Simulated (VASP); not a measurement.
# Ni (P6/mmm) in VASP: a series of runs, part 2 of 2

VASP 6.6.1.

## (3) Single point, revPBE, collinear spin, ferromagnetic start (12.27 Å³/atom)

This run uses another cell than the first one, of 12.27 Å³/atom.

Contents of INCAR:

```
SYSTEM = Ni
PREC = Accurate
ENCUT = 520
EDIFF = 1E-6
ISMEAR = -1
SIGMA = 0.05
LREAL = .False.
LASPH = .True.
NELM = 150
ALGO = Normal
ISIF = 2
LWAVE = .False.
LCHARG = .False.
ISPIN = 2
MAGMOM = 0.668 0.71 0.71
LORBIT = 11
LMAXMIX = 4
GGA = RE
NBANDS = 26
```

Contents of KPOINTS:

```
regular mesh
0
Gamma
  10 10 14
  0 0 0
```

Contents of POSCAR:

```
Ni
1.0
    4.1231609031      0.0000000000      0.0000000000
   -2.0615804516      3.5707620860      0.0000000000
    0.0000000000      0.0000000000      2.4996683672
Ni
3
Direct
    0.0000000000      0.0000000000      0.0000000000
    0.3333333333      0.6666666667      0.5000000000
    0.6666666667      0.3333333333      0.5000000000
```

Potentials or basis: VASP PAW PBE potentials, release 64 (Ni).

Started as:

```bash
> cat potpaw_PBE.64/Ni/POTCAR > POTCAR
> mpirun -np 1 vasp_std > vasp.out
```

OUTCAR:

```text
SYSTEM = Ni
   PREC = Accurate
   ENCUT = 520
   EDIFF = 1E-6
   ISMEAR = -1
   LREAL = .False.
   LASPH = .True.
   NELM = 150
   ISIF = 2
   ISPIN = 2
   LORBIT = 11
   GGA = RE

 ion  position               nearest neighbor table
   1  0.000  0.000  0.000-   2 2.69   3 2.69   2 2.69   3 2.69   3 2.69   3 2.69   2 2.69   2 2.69
                             3 2.69   3 2.69   2 2.69   2 2.69
   2  0.333  0.667  0.500-   3 2.38   3 2.38   3 2.38   1 2.69   1 2.69   1 2.69   1 2.69   1 2.69
                             1 2.69
   3  0.667  0.333  0.500-   2 2.38   2 2.38   2 2.38   1 2.69   1 2.69   1 2.69   1 2.69   1 2.69
                             1 2.69

  LATTYP: Found a hexagonal cell.
 ALAT       =     4.1231609031
 C/A-ratio  =     0.6062505020

  Lattice vectors:

 A1 = (   4.1231609031,   0.0000000000,   0.0000000000)
 A2 = (  -2.0615804516,   3.5707620860,   0.0000000000)
 A3 = (   0.0000000000,   0.0000000000,   2.4996683672)

Analysis of symmetry for initial positions (statically):
=====================================================================
 Subroutine PRICEL returns:
 Original cell was already a primitive cell.

 Routine SETGRP: Setting up the symmetry group for a
 hexagonal supercell.

 Subroutine GETGRP returns: Found 24 space group operations
 (whereof 24 operations were pure point group operations)
 out of a pool of 24 trial point group operations.

The static configuration has the point symmetry D_6h.

Analysis of symmetry for dynamics (positions and initial velocities):
=====================================================================
 Subroutine PRICEL returns:
 Original cell was already a primitive cell.

 Routine SETGRP: Setting up the symmetry group for a
 hexagonal supercell.

 Subroutine GETGRP returns: Found 24 space group operations
 (whereof 24 operations were pure point group operations)
 out of a pool of 24 trial point group operations.

The dynamic configuration has the point symmetry D_6h.

Analysis of structural, dynamic, and magnetic symmetry:
[... 154 lines left out ...]
  ---------------------------------------------------
  ext. energy  EPLUGINS =         0.00000000
  ---------------------------------------------------
  free energy    TOTEN  =       -14.75005859 eV

  energy without entropy =      -14.69052159  energy(sigma->0) =      -14.72029009

 E-fermi :   7.9008     XC(G=0): -12.4590

 val. band max:        7.8971003474   @ k =   0.3000   0.3000   0.0000
 cond. band min:       7.9012635267   @ k =   0.4000   0.2000   0.3571
 fundamental gap:      0.0041631792
 Fermi energy:         7.9008289184

 spin component 1

 k-point     1 :       0.0000    0.0000    0.0000
  band No.  band energies     occupation
      1      -0.2892      1.00000
      2       4.2026      1.00000
      3       5.1361      1.00000
      4       5.1361      1.00000
      5       5.1395      1.00000
      6       5.1395      1.00000
[... 685 lines left out ...]
     25      25.6593      0.00000
     26      26.3144      0.00000

 [... further k-points ...]

 spin component 2

 k-point     1 :       0.0000    0.0000    0.0000
  band No.  band energies     occupation
      1      -0.3496      1.00000
      2       4.7798      1.00000
      3       5.6473      1.00000
      4       5.6473      1.00000
      5       5.6965      1.00000
      6       5.6965      1.00000
[... 685 lines left out ...]
     25      25.6656      0.00000
     26      26.3639      0.00000

 [... further k-points ...]
[... 5 lines left out ...]
  --------------------------------------------------------------------------------------
  -------------------------------------------------------------------------------------
  Total       -2.5499656     -2.5499656     -2.4286577      0.0000000     -0.0000000      0.0000000
  in kB     -111.0123527   -111.0123527   -105.7312317      0.0000000     -0.0000000      0.0000000
  external PRESSURE =    -109.2519790 kB  Pullay stress =       0.0000000 kB

 VOLUME and BASIS-vectors are now :
 -----------------------------------------------------------------------------
  energy-cutoff  :      520.00
  volume of cell :       36.80
      direct lattice vectors                 reciprocal lattice vectors
     4.123160903  0.000000000  0.000000000     0.242532373  0.140026131  0.000000000
    -2.061580452  3.570762086  0.000000000     0.000000000  0.280052262  0.000000000
     0.000000000  0.000000000  2.499668367     0.000000000  0.000000000  0.400053068

 POSITION                                       TOTAL-FORCE (eV/Angst)
 -----------------------------------------------------------------------------------
      0.00000      0.00000      0.00000         0.000000      0.000000      0.000000
     -0.00000      2.38051      1.24983        -0.000000      0.000000     -0.000000
      2.06158      1.19025      1.24983         0.000000     -0.000000      0.000000
 -----------------------------------------------------------------------------------
    total drift:                               -0.000000      0.000000     -0.000000

  FREE ENERGIE OF THE ION-ELECTRON SYSTEM (eV)
  ---------------------------------------------------
  free  energy   TOTEN  =       -14.7500585948 eV

  energy  without entropy=      -14.6905215902  energy(sigma->0) =      -14.72029009

 total charge

# of ion       s       p       d       tot
------------------------------------------
    1        0.432   0.385   8.267   9.083
    2        0.464   0.407   8.289   9.160
    3        0.464   0.407   8.289   9.160
--------------------------------------------------
tot          1.360   1.200  24.845  27.404

 magnetization (x)

# of ion       s       p       d       tot
------------------------------------------
    1       -0.004  -0.024   0.668   0.641
    2       -0.007  -0.023   0.715   0.685
    3       -0.007  -0.023   0.715   0.685
--------------------------------------------------
tot         -0.017  -0.071   2.099   2.010
```

OSZICAR:

```text
N       E                     dE             d eps       ncg     rms          rms(c)
DAV:   1     0.175065753213E+03    0.17507E+03   -0.12949E+04 12072   0.157E+03
DAV:   2    -0.718847832525E+01   -0.18225E+03   -0.16935E+03 11690   0.285E+02
DAV:   3    -0.172717304751E+02   -0.10083E+02   -0.94639E+01 12610   0.853E+01
DAV:   4    -0.174339732394E+02   -0.16224E+00   -0.16205E+00 13486   0.104E+01
DAV:   5    -0.174394516091E+02   -0.54784E-02   -0.54778E-02 14100   0.169E+00    0.152E+01
DAV:   6    -0.162342783587E+02    0.12052E+01   -0.18464E+01 12942   0.712E+01    0.147E+01
DAV:   7    -0.175495992948E+02   -0.13153E+01   -0.19066E+01 13854   0.839E+01    0.249E+01
DAV:   8    -0.147648702298E+02    0.27847E+01   -0.89062E+00 14156   0.407E+01    0.327E+00
DAV:   9    -0.147534175733E+02    0.11453E-01   -0.35362E-01 14530   0.770E+00    0.170E+00
DAV:  10    -0.147520929979E+02    0.13246E-02   -0.37893E-02 13290   0.252E+00    0.878E-01
DAV:  11    -0.147505645643E+02    0.15284E-02   -0.38339E-03 17988   0.114E+00    0.472E-01
DAV:  12    -0.147500474439E+02    0.51712E-03   -0.26374E-03 17214   0.826E-01    0.949E-02
DAV:  13    -0.147500534590E+02   -0.60151E-05   -0.28214E-04 15326   0.182E-01    0.555E-02
DAV:  14    -0.147500560153E+02   -0.25562E-05   -0.34667E-05 15632   0.147E-01    0.251E-02
DAV:  15    -0.147500589822E+02   -0.29670E-05   -0.94868E-06 14644   0.486E-02    0.819E-03
DAV:  16    -0.147500585948E+02    0.38743E-06   -0.18560E-06  6946   0.145E-02
   1 F= -.14750059E+02 E0= -.14720290E+02  d E =-.595370E-01  mag=     1.9440
```

Run time: 2.7 min. Hardware: 1 thread of Intel Xeon 6975P-C (Granite Rapids), shared host; peak memory 0.27 GiB.

Results:

| Property | Result |
| --- | --- |
| Free energy | -14.7501 eV |
| Pressure | -10.9 GPa |
| Net moment | 1.94 μB per cell |
| Site moments | Ni +0.64, +0.69 (each value once) μB |
| Valence electrons inside the program's atomic spheres | Ni 9.08, 9.16 (each value once) |

Stress tensor (GPa, compression positive):
```
-11.10   0.00   0.00
  0.00 -11.10   0.00
  0.00   0.00 -10.57
```

Levels at points of the mesh, in eV from the Fermi level:
Spin up:
| k point | band 12 | band 13 | band 14 | band 15 | band 16 | band 17 | band 18 | band 19 | band 20 | band 21 |
| --- | --- | --- | --- | --- | --- | --- | --- | --- | --- | --- |
| (0.00, 0.00, 0.00) | -1.41 | -1.40 | -1.40 | -0.51 | -0.51 | 5.57 | 5.57 | 5.59 | 5.59 | 7.41 |
| (0.50, 0.00, 0.00) | -0.91 | -0.76 | -0.76 | -0.71 | -0.71 | -0.56 | 0.28 | 5.42 | 14.52 | 14.54 |
| (0.00, 0.00, 0.50) | -0.79 | -0.76 | -0.76 | -0.25 | 0.71 | 1.35 | 9.17 | 9.46 | 9.46 | 10.66 |
| (0.50, 0.00, 0.50) | -1.04 | -0.73 | -0.58 | -0.44 | 1.59 | 1.69 | 4.55 | 4.78 | 7.73 | 8.65 |
Spin down:
```
           k point  band 12  band 13  band 14  band 15  band 16  band 17
(0.00, 0.00, 0.00)    -0.75    -0.70    -0.70     0.22     0.22     5.79
(0.50, 0.00, 0.00)    -0.21    -0.05    -0.03    -0.01     0.09     0.19
(0.00, 0.00, 0.50)    -0.09     0.07     0.07     0.66     1.24     1.94
(0.50, 0.00, 0.50)    -0.21    -0.04     0.13     0.45     1.82     1.96
```

Caveat: the cell stands under tension; the PAW data sets were made with another functional, which shifts forces and pressure a little.
